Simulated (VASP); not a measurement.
**Ir: single point with PBE**

Crystal: Ir.

```
Ir
1.0
     0.00000    1.93606    1.93606
     1.93606    0.00000    1.93606
     1.93606    1.93606    0.00000
Ir
1
Direct
  0.00000 0.00000 0.00000
```

```json
{"Program": "VASP 6.6.1", "Task": "single point", "Functional": "PBE", "Potentials or basis": "VASP PAW PBE potentials, release 64 (Ir)", "Cutoff": "520 eV", "k mesh": "14 × 14 × 14", "Occupations": "methfessel-paxton, width 0.1 eV", "Spin": "no spin polarisation"}
```

```yaml
Pressure: 0.3 GPa
```

Levels at points of the mesh, in eV from the Fermi level:
```
           k point  band 1  band 2  band 3  band 4  band 5  band 6  band 7  band 8  band 9
(0.00, 0.00, 0.00)  -10.74   -3.63   -3.63   -3.63   -1.05   -1.05   14.48   19.92   19.92
(0.50, 0.00, 0.00)   -7.72   -3.73   -3.73   -0.58    0.96    0.96    7.11   14.02   19.68
(0.50, 0.50, 0.00)   -7.51   -6.96    0.93    1.51    1.51    1.81   10.27   11.70   11.70
```

It took 20 s on 1 thread of Intel Xeon 8259CL (shared host), peak memory 0.14 GiB.

Caveat: spin-orbit coupling is left out, which moves the levels of the heavy elements.
